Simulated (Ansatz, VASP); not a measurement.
**One calculation of C, two programs**

Contents of INCAR:

```
PREC = Accurate
ENCUT = 520
EDIFF = 1E-7
ISMEAR = 0
SIGMA = 0.15
LREAL = F
LASPH = T
NELM = 60
ALGO = Normal
ISIF = 2
LWAVE = F
LCHARG = F
GGA = PE
NBANDS = 16
```

File KPOINTS:

```
regular mesh
0
Gamma
  21 21 6
```

The input POSCAR:

```
C
1.0
    1.1229616528     -2.0516638649      0.0000000000
    1.1229616528      2.0516638649      0.0000000000
    0.0000000000      0.0000000000      8.3630655740
C
4
Direct
    0.0833329406      0.9166670594      0.7503043452
    0.5833329406      0.4166670594      0.2496956548
    0.9166670594      0.0833329406      0.2496956548
    0.4166670594      0.5833329406      0.7503043452
```

Input for Ansatz:

```yaml
crystal:
  lattice:
    - [1.1229616528, -2.0516638649, 0.0]
    - [1.1229616528, 2.0516638649, 0.0]
    - [0.0, 0.0, 8.363065574]
  atoms:
    - { symbol: C, position: [0.0833329406, 0.9166670594, 0.7503043452] }
    - { symbol: C, position: [0.5833329406, 0.4166670594, 0.2496956548] }
    - { symbol: C, position: [0.9166670594, 0.0833329406, 0.2496956548] }
    - { symbol: C, position: [0.4166670594, 0.5833329406, 0.7503043452] }
basis:
  ecutwfc: 520.0
kpoints:
  mp_grid: { grid: [21, 21, 6] }
hamiltonian:
  xc: pbe
  pseudopotentials: { kind: paw, azcp: { folder: soft_1 } }
scf:
  occupations: { method: gaussian, width: 0.15 }
output:
  forces: true
  stress: true
  eigenvalues: true
```

Change from the starting cell: volume 9.634 Å^3 an atom, stretch along a over the lengths across it, relative to the relaxed cell 0.9480.

Alike in both runs: task single point; functional PBE; k mesh 21 × 21 × 6; occupations gaussian, width 0.15 eV; no spin polarisation.

```csv
,VASP,Ansatz
version,VASP 6.6.1,Ansatz 0.2.0
potentials or method,"VASP PAW PBE potentials, release 64 (C), cutoff 520 eV","scalar-relativistic, plane waves, PAW"
valence electrons in the cell,16,16
```

|  | VASP | Ansatz | Ansatz less VASP |
| --- | --- | --- | --- |
| gap on the k mesh at the Fermi level (eV) | 0.63 | 0.62 | -0.002 |
| least direct gap on the mesh (eV) | 0.63 | 0.62 | -0.002 |
| rms of the force components (eV/Å) | 0.907 | 0.902 | -0.0050 |

Atom by atom the forces differ by 0.005 eV/Å (rms over components). The functional is the same, so the differences come from potentials, cutoffs and numerics.
